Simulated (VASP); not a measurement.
A run of VASP 6.6.1:

File INCAR:

```
SYSTEM = ZrB
  PREC = Accurate
  ENCUT = 500
  EDIFF = 1E-6
  ISMEAR = 0
  SIGMA = 0.016
  LREAL = .FALSE.
  LASPH = .TRUE.
  NELM = 120
  ALGO = Normal
  ISIF = 2
  LWAVE = .FALSE.
  LCHARG = .FALSE.
  GGA = PE
  NBANDS = 14
  GGA_COMPAT = .FALSE.
```

Contents of KPOINTS:

```
regular mesh
0
G
  10 10 10
  0 0 0
```

File POSCAR:

```
ZrB
1.0
    0.0000000000      2.3250000000      2.3250000000
    2.3250000000      0.0000000000      2.3250000000
    2.3250000000      2.3250000000      0.0000000000
Zr B
1 1
Direct
    0.0000000000      0.0000000000      0.0000000000
    0.5000000000      0.5000000000      0.5000000000
```

Potentials or basis: VASP PAW PBE potentials, release 64 (Zr_sv, B).

Launch:

```sh
$ cat potpaw_PBE.64/Zr_sv/POTCAR potpaw_PBE.64/B/POTCAR > POTCAR
$ mpirun -np 1 vasp_std > vasp.out
```

Hardware: 1 thread of Intel(R) Xeon(R) Platinum 8259CL CPU @ 2.50GHz (Skylake/Cascade Lake) (shared host).

Question: Estimate the wall time of this run.

Answer: Run time: 11 s on 1 thread of Intel(R) Xeon(R) Platinum 8259CL CPU @ 2.50GHz (Skylake/Cascade Lake) (shared host), peak memory 0.14 GiB. Counts: scf iterations 13, k points 47.
